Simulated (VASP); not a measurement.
# Sn (R-3m) in VASP: single point with PBEsol

Aim: the single point of Sn with PBEsol.

Everything below comes from runs of VASP 6.6.1. Logs are shortened: lines on timing, memory, paths and dates and some standing lists are left out, and cuts for length are marked.

## 1. The cell of the first run

It takes space group R-3m (No. 166, trigonal). Conventional cell: a = 4.626 Å, b = 4.626 Å, c = 11.331 Å, α = 90.00°, β = 90.00°, γ = 120.00°. Sn (site symmetry 3m) has 1 Sn at 1.64 Å within 2.2 Å.

## 2. Single point, PBEsol (shortest bond scaled by 0.58)

The input, INCAR:

```
ALGO     = Normal         # electronic algorithm
EDIFF    = 1E-7           # SCF threshold, eV
ENCUT    = 520            # plane-wave cutoff, eV
GGA      = PS             # functional
ISIF     = 2              # what is computed and relaxed
ISMEAR   = -1             # smearing method
LASPH    = T              # aspherical terms in the spheres
LCHARG   = F              # write CHGCAR
LREAL    = F              # projectors in reciprocal space
LWAVE    = F              # write WAVECAR
NBANDS   = 21             # bands
NELM     = 60             # most SCF steps
PREC     = Accurate       # precision mode
SIGMA    = 0.05           # smearing width, eV
```

The input, KPOINTS:

```
k-points
0
Gamma
  8 8 8
```

The input, POSCAR:

```
Sn
1.0
    0.0000000000      3.2710663102      3.2710663102
    3.2710663102      0.0000000000      3.2710663102
    3.2710663102      3.2710663102      0.0000000000
Sn
2
Direct
   -0.2825000000     -0.0725000000     -0.0725000000
    0.2825000000      0.0725000000      0.0725000000
```

Potentials or basis: VASP PAW PBE potentials, release 64 (Sn_d).

Command:

```console
cat potpaw_PBE.64/Sn_d/POTCAR > POTCAR
mpirun -np 1 vasp_std > vasp.out
```

OUTCAR:

```text
EDIFF = 1E-7
   ENCUT = 520
   GGA = PS
   ISIF = 2
   ISMEAR = -1
   LASPH = T
   LREAL = F
   NELM = 60
   PREC = Accurate

 ion  position               nearest neighbor table
   1  0.718  0.928  0.928-   2 1.64   2 3.42   2 3.42   2 3.42
   2  0.282  0.072  0.072-   1 1.64   1 3.42   1 3.42   1 3.42

 -----------------------------------------------------------------------------
|                                                                             |
|           W    W    AA    RRRRR   N    N  II  N    N   GGGG   !!!           |
|           W    W   A  A   R    R  NN   N  II  NN   N  G    G  !!!           |
|           W    W  A    A  R    R  N N  N  II  N N  N  G       !!!           |
|           W WW W  AAAAAA  RRRRR   N  N N  II  N  N N  G  GGG   !            |
|           WW  WW  A    A  R   R   N   NN  II  N   NN  G    G                |
|           W    W  A    A  R    R  N    N  II  N    N   GGGG   !!!           |
|                                                                             |
|     The distance between some ions is very small. Please check the          |
|     nearest-neighbor list in the OUTCAR file.                               |
|     I HOPE YOU KNOW WHAT YOU ARE DOING!                                     |
|                                                                             |
 -----------------------------------------------------------------------------

  LATTYP: Found a face centered cubic cell.
 ALAT       =     6.5421326204

  Lattice vectors:

 A1 = (   0.0000000000,   3.2710663102,   3.2710663102)
 A2 = (   3.2710663102,   0.0000000000,   3.2710663102)
 A3 = (   3.2710663102,   3.2710663102,   0.0000000000)

Analysis of symmetry for initial positions (statically):
=====================================================================
 Subroutine PRICEL returns:
 Original cell was already a primitive cell.

 Routine SETGRP: Setting up the symmetry group for a
 face centered cubic supercell.

 Subroutine GETGRP returns: Found 12 space group operations
 (whereof  4 operations were pure point group operations)
 out of a pool of 48 trial point group operations.

The static configuration has the point symmetry C_2h.
 The point group associated with its full space group is D_3d.

Analysis of symmetry for dynamics (positions and initial velocities):
=====================================================================
 Subroutine PRICEL returns:
 Original cell was already a primitive cell.

 Routine SETGRP: Setting up the symmetry group for a
 face centered cubic supercell.

 Subroutine GETGRP returns: Found 12 space group operations
 (whereof  4 operations were pure point group operations)
 out of a pool of 48 trial point group operations.

The dynamic configuration has the point symmetry C_2h.
 The point group associated with its full space group is D_3d.

 Subroutine INISYM returns: Found 12 space group operations
 (whereof  4 operations are pure point group operations),
 and found     1 'primitive' translations

----------------------------------------------------------------------------------------

                                     Primitive cell

  volume of cell :      70.0000

  direct lattice vectors                    reciprocal lattice vectors
     0.000000000  3.271066310  3.271066310    -0.152855354  0.152855354  0.152855354
     3.271066310  0.000000000  3.271066310     0.152855354 -0.152855354  0.152855354
     3.271066310  3.271066310  0.000000000     0.152855354  0.152855354 -0.152855354

  length of vectors
     4.625986339  4.625986339  4.625986339     0.264753240  0.264753240  0.264753240

  position of ions in fractional coordinates (direct lattice)
     0.717500000  0.927500000  0.927500000
     0.282500000  0.072500000  0.072500000

  ion indices of the primitive-cell ions
   primitive index   ion index
                 1           1
                 2           2

----------------------------------------------------------------------------------------

 KPOINTS: k-points

Automatic generation of k-mesh.
 Grid dimensions read from file:
 generate k-points for:    8    8    8

 Generating k-lattice:

  Cartesian coordinates                     Fractional coordinates (reciprocal lattice)
    -0.019106919  0.019106919  0.019106919     0.125000000  0.000000000  0.000000000
     0.019106919 -0.019106919  0.019106919     0.000000000  0.125000000  0.000000000
     0.019106919  0.019106919 -0.019106919     0.000000000  0.000000000  0.125000000

  Length of vectors
     0.033094155  0.033094155  0.033094155

  Shift w.r.t. Gamma in fractional coordinates (k-lattice)
     0.000000000  0.000000000  0.000000000

 Subroutine IBZKPT returns following result:
 ===========================================

 Found     65 irreducible k-points:

 Following reciprocal coordinates:
            Coordinates               Weight
  0.000000  0.000000  0.000000      1.000000
  0.125000  0.000000  0.000000      2.000000
  0.000000  0.125000  0.000000      6.000000
  0.250000  0.000000  0.000000      2.000000
  0.000000  0.250000  0.000000      6.000000
  0.375000  0.000000  0.000000      2.000000
[... 16 lines left out ...]
 -0.250000  0.125000  0.000000      6.000000
  0.000000 -0.250000  0.125000     12.000000
 [... further k-points ...]
   k-points           NKPTS =     65   k-points in BZ     NKDIM =     65   number of bands    NBANDS=     21
   number of dos      NEDOS =    301   number of ions     NIONS =      2
   total plane-waves  NPLWV =  46656
   dimension x,y,z NGX =    36 NGY =   36 NGZ =   36
   dimension x,y,z NGXF=    72 NGYF=   72 NGZF=   72
   ions per type =               2
   NGX,Y,Z   is equivalent  to a cutoff of  12.94, 12.94, 12.94 a.u.
   NGXF,Y,Z  is equivalent  to a cutoff of  25.87, 25.87, 25.87 a.u.
 SYSTEM =  unknown system
   PREC   = accura    normal or accurate (medium, high low for compatibility)
   ISTART =      0    job   : 0-new  1-cont  2-samecut
   ICHARG =      2    charge: 1-file 2-atom 10-const
   ISPIN  =      1    spin polarized calculation?
   LNONCOLLINEAR =      F non collinear calculations
   LSORBIT =      F    spin-orbit coupling
   LASPH  =      T    aspherical Exc in radial PAW
   ENCUT  =  520.0 eV  38.22 Ry    6.18 a.u.   8.60  8.60  8.60*2*pi/ulx,y,z
   NELM   =     60;   NELMIN=  2; NELMDL= -5     # of ELM steps
   EDIFF  = 0.1E-06   stopping-criterion for ELM
   LREAL  =      F    real-space projection
   EDIFFG = 0.1E-05   stopping-criterion for IOM
   NSW    =      0    number of steps for IOM
   IBRION =     -1    ionic relax: 0-MD 1-quasi-New 2-CG
   NFREE  =      0    steps in history (QN), initial steepest desc. (CG)
   ISIF   =      2    stress and relaxation
   ISYM   =      2    0-nonsym 1-usesym 2-fastsym
   POTIM  = 0.5000    time-step for ionic-motion
   TEBEG  =    0.0;   TEEND  =   0.0 temperature during run
   PSTRESS=    0.0 pullay stress
   NELECT =      28.0000    total number of electrons
   NUPDOWN=      -1.0000    fix difference up-down
   EMIN   =  10.00;   EMAX   =-10.00  energy-range for DOS
   EFERMI =   0.00;   METHOD = LEGACY
   ISMEAR =    -1;   SIGMA  =   0.05  broadening in eV -4-tet -1-fermi 0-gaus
   EFERMI_NEDOS =   21; number of points for ismear=-14 and -15
   IALGO  =     38    algorithm
   IMIX   =      4    mixing-type and parameters
     AMIX     =   0.40;   BMIX     =  1.00
     AMIX_MAG =   1.60;   BMIX_MAG =  1.00
  volume/ion in A,a.u.               =      35.00       236.19
  Fermi-wavevector in a.u.,A,eV,Ry     =   1.206225  2.279434 19.796173  1.454978
  Thomas-Fermi vector in A             =   2.341898
   LORBIT       =      0    0 simple, 1 ext, 2 COOP (PROOUT), +10 PAW based schemes
   GGA     = PS    functional components
   LHFCALC =     F    Hartree Fock is set to
   AEXX    =    0.0000 exact exchange contribution
   IVDW    =     0    specifies the selected vdW correction
   LEPSILON=     F    determine dielectric tensor
   LRPA    =     F    only Hartree local field effects (RPA)
 non-spin polarized calculation
  energy-cutoff  :      520.00
  volume of cell :       70.00
 maximum number of plane-waves:      1902
 NGX is ok and might be reduce to    36
   NGX = 17   NGY = 17   NGZ = 17

 number of electron      28.0000001 magnetization

 Free energy of the ion-electron system (eV)
  ---------------------------------------------------
  ext. energy  EPLUGINS =         0.00000000
  ---------------------------------------------------
  free energy    TOTEN  =        12.18916680 eV

  energy without entropy =       12.19798285  energy(sigma->0) =       12.19357482

 E-fermi :   4.6032     XC(G=0):  -8.8287

 val. band max:        4.5709783044   @ k =   0.0000   0.5000   0.0000
 cond. band min:       4.6217245884   @ k =   0.0000   0.2500   0.0000
 fundamental gap:      0.0507462840
 Fermi energy:         4.6032313262

 k-point     1 :       0.0000    0.0000    0.0000
  band No.  band energies     occupation
      1     -23.6986      2.00000
      2     -21.6655      2.00000
      3     -21.6655      2.00000
      4     -18.4178      2.00000
      5     -18.4178      2.00000
      6     -17.4391      2.00000
[... 13 lines left out ...]
     20      12.6150      0.00000
     21      12.6150      0.00000

 k-point     2 :       0.1250    0.0000    0.0000
  band No.  band energies     occupation
      1     -23.7002      2.00000
      2     -21.6697      2.00000
      3     -21.6697      2.00000
      4     -18.4169      2.00000
      5     -18.4169      2.00000
      6     -17.4405      2.00000
[... 13 lines left out ...]
     20      11.8235      0.00000
     21      12.1207      0.00000

 k-point     3 :       0.0000    0.1250    0.0000
  band No.  band energies     occupation
      1     -23.6990      2.00000
      2     -21.6689      2.00000
      3     -21.6652      2.00000
      4     -18.4182      2.00000
      5     -18.4160      2.00000
      6     -17.4413      2.00000
[... 13 lines left out ...]
     20      12.2971      0.00000
     21      12.3578      0.00000

 k-point     4 :       0.2500    0.0000    0.0000
  band No.  band energies     occupation
      1     -23.7043      2.00000
      2     -21.6797      2.00000
      3     -21.6797      2.00000
      4     -18.4154      2.00000
      5     -18.4154      2.00000
      6     -17.4428      2.00000
[... 13 lines left out ...]
     20      11.2676      0.00000
     21      12.4577      0.00000

 k-point     5 :       0.0000    0.2500    0.0000
  band No.  band energies     occupation
      1     -23.7003      2.00000
      2     -21.6770      2.00000
      3     -21.6644      2.00000
      4     -18.4194      2.00000
      5     -18.4118      2.00000
      6     -17.4469      2.00000
[... 13 lines left out ...]
     20      11.7913      0.00000
     21      12.5800      0.00000

 k-point     6 :       0.3750    0.0000    0.0000
  band No.  band energies     occupation
      1     -23.7083      2.00000
      2     -21.6895      2.00000
      3     -21.6895      2.00000
      4     -18.4144      2.00000
      5     -18.4144      2.00000
      6     -17.4435      2.00000
[... 13 lines left out ...]
     20      11.9553      0.00000
     21      11.9553      0.00000

 k-point     7 :       0.0000    0.3750    0.0000
  band No.  band energies     occupation
      1     -23.7015      2.00000
      2     -21.6851      2.00000
      3     -21.6636      2.00000
      4     -18.4205      2.00000
      5     -18.4077      2.00000
      6     -17.4522      2.00000
[... 13 lines left out ...]
     20      12.6848      0.00000
     21      13.6245      0.00000
[... 291 lines left out ...]
      1     -23.7087      2.00000
      2     -21.6929      2.00000
      3     -21.6892      2.00000
      4     -18.4149      2.00000
      5     -18.4129      2.00000
      6     -17.4447      2.00000
[... 13 lines left out ...]
     20      12.3704      0.00000
     21      13.2000      0.00000

 k-point    21 :       0.0000   -0.3750    0.1250
  band No.  band energies     occupation
      1     -23.7020      2.00000
      2     -21.6858      2.00000
      3     -21.6659      2.00000
      4     -18.4194      2.00000
      5     -18.4076      2.00000
      6     -17.4508      2.00000
[... 13 lines left out ...]
     20      12.6219      0.00000
     21      14.6103      0.00000

 k-point    22 :       0.1250    0.0000   -0.3750
  band No.  band energies     occupation
      1     -23.7032      2.00000
      2     -21.6892      2.00000
      3     -21.6677      2.00000
      4     -18.4198      2.00000
      5     -18.4071      2.00000
      6     -17.4525      2.00000
[... 13 lines left out ...]
     20      12.9450      0.00000
     21      13.2522      0.00000

 k-point    23 :      -0.2500    0.1250    0.0000
  band No.  band energies     occupation
      1     -23.7055      2.00000
      2     -21.6874      2.00000
      3     -21.6788      2.00000
      4     -18.4177      2.00000
      5     -18.4115      2.00000
      6     -17.4470      2.00000
[... 13 lines left out ...]
     20      12.0335      0.00000
     21      13.4094      0.00000

 k-point    24 :       0.0000   -0.2500    0.1250
  band No.  band energies     occupation
      1     -23.7007      2.00000
      2     -21.6780      2.00000
      3     -21.6666      2.00000
      4     -18.4177      2.00000
      5     -18.4117      2.00000
      6     -17.4457      2.00000
[... 13 lines left out ...]
     20      12.5096      0.00000
     21      14.3492      0.00000

 [... further k-points ...]
[... 5 lines left out ...]
  --------------------------------------------------------------------------------------
  -------------------------------------------------------------------------------------
  Total       33.3571749     33.3571749     33.3571749    -33.8072409     33.8072409    -33.8072409
  in kB      763.4872785    763.4872785    763.4872785   -773.7885001    773.7885001   -773.7885001
  external PRESSURE =     763.4872785 kB  Pullay stress =       0.0000000 kB

 VOLUME and BASIS-vectors are now :
 -----------------------------------------------------------------------------
  energy-cutoff  :      520.00
  volume of cell :       70.00
      direct lattice vectors                 reciprocal lattice vectors
     0.000000000  3.271066310  3.271066310    -0.152855354  0.152855354  0.152855354
     3.271066310  0.000000000  3.271066310     0.152855354 -0.152855354  0.152855354
     3.271066310  3.271066310  0.000000000     0.152855354  0.152855354 -0.152855354

 POSITION                                       TOTAL-FORCE (eV/Angst)
 -----------------------------------------------------------------------------------
      6.06783      5.38090      5.38090       -35.947938     35.947938     35.947938
      0.47430      1.16123      1.16123        35.947938    -35.947938    -35.947938
 -----------------------------------------------------------------------------------
    total drift:                               -0.000000     -0.000000     -0.000000

  FREE ENERGIE OF THE ION-ELECTRON SYSTEM (eV)
  ---------------------------------------------------
  free  energy   TOTEN  =        12.1891667952 eV

  energy  without entropy=       12.1979828548  energy(sigma->0) =       12.19357482
```

Run time: 85 s. Hardware: 1 thread of Intel Xeon 8259CL, shared host; peak memory 0.24 GiB.

What came out:

| Quantity | Value |
| --- | --- |
| Free energy | 12.1892 eV |
| Pressure | 76.3 GPa |
| Largest force | 62.264 eV/Å |
| Band gap on the k mesh | zero (bands 14 and 15 overlap by 0.30 eV) |

Forces on the atoms (eV/Å):
```
Sn  -35.948  35.948  35.948
Sn   35.948 -35.948 -35.948
```

Levels at points of the mesh, in eV from the Fermi level:
```csv
k point,band 11,band 12,band 13,band 14,band 15,band 16,band 17,band 18
"(0.00, 0.00, 0.00)",-10.36,-0.48,-0.04,0.06,0.06,3.39,3.39,5.65
"(0.50, 0.00, 0.00)",-8.98,-6.06,-1.19,-1.19,2.59,5.04,5.04,6.99
"(0.00, 0.50, 0.00)",-9.49,-4.43,-0.82,-0.03,0.03,2.29,5.85,6.22
"(0.50, 0.50, 0.00)",-9.01,-4.99,-2.05,-1.03,-0.24,2.64,7.80,7.81
```

Caveat: the cell differs from its parent crystal (shortest bond scaled by 0.58); atoms lie so close that the PAW spheres overlap strongly, which falsifies energies and pressures; the cell stands under pressure; the PAW data sets were made with another functional, which shifts forces and pressure a little; spin-orbit coupling is left out, which moves the levels of the heavy elements.
